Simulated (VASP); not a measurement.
# Pb2S2Br (I4/mmm) in VASP: notebook, part 2 of 2

VASP 6.6.1.

## Step 3: Single point, BLYP

Input file INCAR:

```
SYSTEM = Pb2S2Br
  AGGAC = 1.0
  AGGAX = 1.0
  ALDAC = 0.0
  ALDAX = 1.0
  ALGO = Normal
  EDIFF = 1E-7
  ENCUT = 520
  GGA = B5
  ISIF = 2
  ISMEAR = 1
  LASPH = .True.
  LCHARG = .False.
  LREAL = .False.
  LWAVE = .False.
  NBANDS = 32
  NELM = 100
  PREC = Accurate
  SIGMA = 0.028
```

Input file KPOINTS:

```
k-points
0
Gamma
  5 5 5
  0 0 0
```

Input file POSCAR:

```
Pb2S2Br
1.0
    0.0000000000      4.2964710000      0.0000000000
    4.2964710000      0.0000000000      0.0000000000
    2.1482350000      2.1482350000     -7.1424710000
Pb S Br
2 2 1
Direct
    0.1500000000      0.1500000000      0.7000000000
    0.8500000000      0.8500000000      0.3000000000
    0.7500000000      0.2500000000      0.5000000000
    0.2500000000      0.7500000000      0.5000000000
    0.5000000000      0.5000000000      0.0000000000
```

Potentials or basis: VASP PAW PBE potentials, release 64 (Pb_d, S, Br).

Started as:

```console
$ cat potpaw_PBE.64/Pb_d/POTCAR potpaw_PBE.64/S/POTCAR potpaw_PBE.64/Br/POTCAR > POTCAR
$ mpirun -np 1 vasp_std > vasp.out
```

It took 60 s on 1 thread of Intel Xeon 6975P-C (Granite Rapids), shared host; peak memory 0.26 GiB.

Results (log left out):

| Quantity | Value |
| --- | --- |
| Free energy | -14.4272 eV |
| Pressure | 17.7 GPa |
| Largest force | 3.843 eV/Å |
| Band gap on the k mesh | zero (an odd number of electrons rules out a gap without spin polarisation) |

Forces on the atoms (eV/Å):
```
Pb   0.000  0.000 -3.843
Pb   0.000  0.000  3.843
S    0.000  0.000  0.000
S    0.000  0.000  0.000
Br   0.000  0.000  0.000
```

Stress tensor (GPa, compression positive):
```
19.84  0.00  0.00
 0.00 19.84  0.00
 0.00  0.00 13.44
```

Levels at points of the mesh, in eV from the Fermi level:
| k point | band 19 | band 20 | band 21 | band 22 | band 23 | band 24 | band 25 | band 26 | band 27 | band 28 |
| --- | --- | --- | --- | --- | --- | --- | --- | --- | --- | --- |
| (0.00, 0.00, 0.00) | -1.13 | -1.08 | -1.08 | -0.47 | -0.47 | -0.07 | 2.69 | 3.04 | 3.69 | 3.69 |

Caveat: the cell stands under pressure; the PAW data sets were made with another functional, which shifts forces and pressure a little; spin-orbit coupling is left out, which moves the levels of the heavy elements; an odd number of electrons without spin polarisation forces a metal; a magnetic or distorted state may lie lower.

## Step 4: Single point, BLYP

Input file INCAR:

```
AGGAC = 1.0
AGGAX = 1.0
ALDAC = 0.0
ALDAX = 1.0
ALGO = Normal
EDIFF = 1E-7
ENCUT = 520
GGA = B5
ISIF = 2
ISMEAR = 1
ISYM = 0
LASPH = True
LCHARG = False
LREAL = False
LWAVE = False
NBANDS = 32
NELM = 100
PREC = Accurate
SIGMA = 0.028
```

Input file KPOINTS:

```
Automatic mesh
0
Gamma
  5 5 5
  0.5 0.5 0.5
```

POSCAR is that of step 3.

Potentials or basis: VASP PAW PBE potentials, release 64 (Pb_d, S, Br).

Started as:

```console
$ cat potpaw_PBE.64/Pb_d/POTCAR potpaw_PBE.64/S/POTCAR potpaw_PBE.64/Br/POTCAR > POTCAR
$ mpirun -np 1 vasp_std > vasp.out
```

OUTCAR:

```text
EDIFF = 1E-7
   ENCUT = 520
   GGA = B5
   ISIF = 2
   ISMEAR = 1
   ISYM = 0
   LASPH = True
   LREAL = False
   NELM = 100
   PREC = Accurate

 ion  position               nearest neighbor table
   1  0.150  0.150  0.700-   3 2.58   4 2.58   3 2.58   4 2.58
   2  0.850  0.850  0.300-   3 2.58   4 2.58   3 2.58   4 2.58
   3  0.750  0.250  0.500-   1 2.58   2 2.58   2 2.58   1 2.58
   4  0.250  0.750  0.500-   1 2.58   2 2.58   2 2.58   1 2.58
[... 1005 lines left out ...]
  Direction    XX          YY          ZZ          XY          YZ          ZX
  --------------------------------------------------------------------------------------
  -------------------------------------------------------------------------------------
  Total       16.2811247     16.2811303     10.9940062      0.0000523      0.0002662      0.0002603
  in kB      197.8439293    197.8439977    133.5962608      0.0006357      0.0032353      0.0031636
  external PRESSURE =     176.4280626 kB  Pullay stress =       0.0000000 kB

 VOLUME and BASIS-vectors are now :
 -----------------------------------------------------------------------------
  energy-cutoff  :      520.00
  volume of cell :      131.85
      direct lattice vectors                 reciprocal lattice vectors
     0.000000000  4.296471000  0.000000000     0.000000000  0.232749156  0.070003768
     4.296471000  0.000000000  0.000000000     0.232749156  0.000000000  0.070003768
     2.148235000  2.148235000 -7.142471000     0.000000000  0.000000000 -0.140007569

 POSITION                                       TOTAL-FORCE (eV/Angst)
 -----------------------------------------------------------------------------------
      2.14824      2.14824     -4.99973        -0.000063     -0.000064     -3.768566
      4.29647      4.29647     -2.14274         0.000063      0.000064      3.768566
      2.14824      4.29647     -3.57124        -0.000003      0.000004     -0.000001
      4.29647      2.14824     -3.57124         0.000004     -0.000004      0.000001
      2.14824      2.14824      0.00000        -0.000000     -0.000000     -0.000000
 -----------------------------------------------------------------------------------
    total drift:                                0.000000      0.000000      0.000002

  FREE ENERGIE OF THE ION-ELECTRON SYSTEM (eV)
  ---------------------------------------------------
  free  energy   TOTEN  =       -14.4423436218 eV

  energy  without entropy=      -14.4419592933  energy(sigma->0) =      -14.44221551
```

Wall time 3.2 min (1 thread of Intel Xeon 6975P-C (Granite Rapids), shared host); peak memory 0.58 GiB.

What came out:

```
Free energy            : -14.4423 eV
Pressure               : 17.6 GPa
Largest force          : 3.769 eV/Å
Band gap on the k mesh : zero (an odd number of electrons rules out a gap without spin polarisation)
```

Forces in eV/Å, atoms in the order of the input:
```
Pb   0.000  0.000 -3.769
Pb   0.000  0.000  3.769
S    0.000  0.000  0.000
S    0.000  0.000  0.000
Br   0.000  0.000  0.000
```

Caveat: the cell stands under pressure; the PAW data sets were made with another functional, which shifts forces and pressure a little; spin-orbit coupling is left out, which moves the levels of the heavy elements; an odd number of electrons without spin polarisation forces a metal; a magnetic or distorted state may lie lower.

## Step 5: Single point, BLYP, collinear spin

Input file INCAR:

```
SYSTEM = Pb2S2Br
AGGAC = 1.0
AGGAX = 1.0
ALDAC = 0.0
ALDAX = 1.0
ALGO = Normal
EDIFF = 1E-7
ENCUT = 520
GGA = B5
ISIF = 2
ISMEAR = 1
ISPIN = 2
LASPH = .True.
LCHARG = .True.
LELF = .True.
LORBIT = 11
LREAL = .False.
LVHAR = .True.
LWAVE = .False.
MAGMOM = 0.2 0.2 0.2 0.2 0.2
NBANDS = 36
NELM = 150
PREC = Accurate
SIGMA = 0.028
```

Input file KPOINTS:

```
k-points
0
Gamma
  5 5 5
  0 0 0
```

POSCAR is that of step 4.

Started as:

```console
$ cat potpaw_PBE.64/Pb_d/POTCAR potpaw_PBE.64/S/POTCAR potpaw_PBE.64/Br/POTCAR > POTCAR
$ mpirun -np 1 vasp_std > vasp.out
```

Run time: 86 s. Hardware: 1 thread of Intel Xeon 6975P-C (Granite Rapids), shared host; peak memory 0.36 GiB.

It converged, with:

- Free energy: -14.4338 eV
- Pressure: 17.8 GPa
- Largest force: 3.970 eV/Å
- Net moment: 0.55 μB per cell
- Site moments: Pb +0.03; S +0.14; Br +0.04 μB
- Valence electrons inside the program's atomic spheres: Pb 12.00; S 3.82; Br 4.86

Forces in eV/Å, atoms in the order of the input:
```
Pb   0.000  0.000 -3.970
Pb   0.000  0.000  3.970
S    0.000  0.000  0.000
S    0.000  0.000  0.000
Br   0.000  0.000  0.000
```

Stress tensor (GPa, compression positive):
```
19.80  0.00  0.00
 0.00 19.80  0.00
 0.00  0.00 13.86
```

Levels at points of the mesh, in eV from the Fermi level:
Spin up:
```csv
k point,band 22,band 23,band 24,band 25,band 26,band 27
"(0.00, 0.00, 0.00)",-0.59,-0.59,-0.18,2.63,2.99,3.63
```
Spin down:
```csv
k point,band 20,band 21,band 22,band 23,band 24,band 25,band 26,band 27
"(0.00, 0.00, 0.00)",-1.08,-1.07,-0.44,-0.44,-0.03,2.68,3.03,3.70
```

Caveat: the cell stands under pressure; the PAW data sets were made with another functional, which shifts forces and pressure a little; spin-orbit coupling is left out, which moves the levels of the heavy elements.

## Step 6: Summary

| spin | k mesh | gap on the mesh (eV) | pressure (GPa) | largest force (eV/Å) |
| --- | --- | --- | --- | --- |
| off | 5 × 5 × 5 | none | 17.7 | 3.84 |
| off | 5 × 5 × 5, shifted | none | 17.6 | 3.77 |
| collinear | 5 × 5 × 5 | none | 17.8 | 3.97 |

Alike in all rows: task single point; level BLYP; potentials or basis VASP PAW PBE potentials, release 64 (Pb_d, S, Br); cell as given; cutoff (eV) 520; smearing methfessel-paxton 0.028 eV.

Caveats: the cell stands under pressure; the PAW data sets were made with another functional, which shifts forces and pressure a little; spin-orbit coupling is left out, which moves the levels of the heavy elements; an odd number of electrons without spin polarisation forces a metal (at least some runs); a magnetic or distorted state may lie lower (at least some runs).

Absolute energies hang on the potentials; compare differences alone.
